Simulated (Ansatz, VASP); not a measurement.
# One calculation of Zr2O, two programs

INCAR

```
ALGO = Normal
EDIFF = 1E-6
ENCUT = 520
GGA = PS
ISIF = 2
ISMEAR = 0
LASPH = T
LCHARG = T
LELF = T
LREAL = F
LVHAR = T
LWAVE = F
NBANDS = 39
NELM = 100
PREC = Accurate
SIGMA = 0.15
```

KPOINTS

```
k-points
0
Gamma
  10 10 10
```

File POSCAR:

```
Zr2O
1.0
    4.8002881848      0.0000000000      0.0000000000
    0.0000000000      4.8002881848      0.0000000000
    0.0000000000      0.0000000000      4.6562795393
Zr O
4 2
Direct
    0.2500000000      0.2500000000      0.7500000000
    0.7500000000      0.2500000000      0.2500000000
    0.2500000000      0.7500000000      0.2500000000
    0.7500000000      0.7500000000      0.7500000000
    0.0000000000      0.0000000000      0.0000000000
    0.5000000000      0.5000000000      0.5000000000
```

Input for Ansatz:

```yaml
crystal:
  lattice:
    - [4.8002881848, 0.0, 0.0]
    - [0.0, 4.8002881848, 0.0]
    - [0.0, 0.0, 4.6562795393]
  atoms:
    - { symbol: Zr, position: [0.25, 0.25, 0.75] }
    - { symbol: Zr, position: [0.75, 0.25, 0.25] }
    - { symbol: Zr, position: [0.25, 0.75, 0.25] }
    - { symbol: Zr, position: [0.75, 0.75, 0.75] }
    - { symbol: O, position: [0.0, 0.0, 0.0] }
    - { symbol: O, position: [0.5, 0.5, 0.5] }
basis:
  ecutwfc: 420
kpoints:
  mp_grid: { grid: [10, 10, 10] }
hamiltonian:
  xc: pbesol
scf:
  occupations: { method: gaussian, width: 0.15 }
output:
  forces: true
  stress: true
  eigenvalues: true
```

Change from the starting cell: strain +0.000 along x and y, -0.030 along z, atoms carried along.

Alike in both runs: task single point; functional PBEsol; k mesh 10 × 10 × 10; occupations gaussian, width 0.15 eV; no spin polarisation.

```csv
,VASP,Ansatz
version,VASP 6.6.1,Ansatz 0.2.0
potentials or method,"VASP PAW PBE potentials, release 64 (Zr_sv, O), cutoff 520 eV","scalar-relativistic, plane waves, PAW"
valence electrons in the cell,60,60
```

Ansatz gave:

* gap on the k mesh at the Fermi level (eV): none
* pressure (GPa): 4.5
* traceless stress, the component that is largest in VASP (GPa): 0.84

Task: What did VASP give for the same quantities?

Result: gap on the k mesh at the Fermi level (eV): none; pressure (GPa): 4.8; traceless stress, the component that is largest in VASP (GPa): 0.82.

VASP's potentials were made for PBE, not for PBEsol. A gap of «none» marks a metal or a gap that the smearing closes. The functional is the same, so the differences come from potentials, cutoffs and numerics.
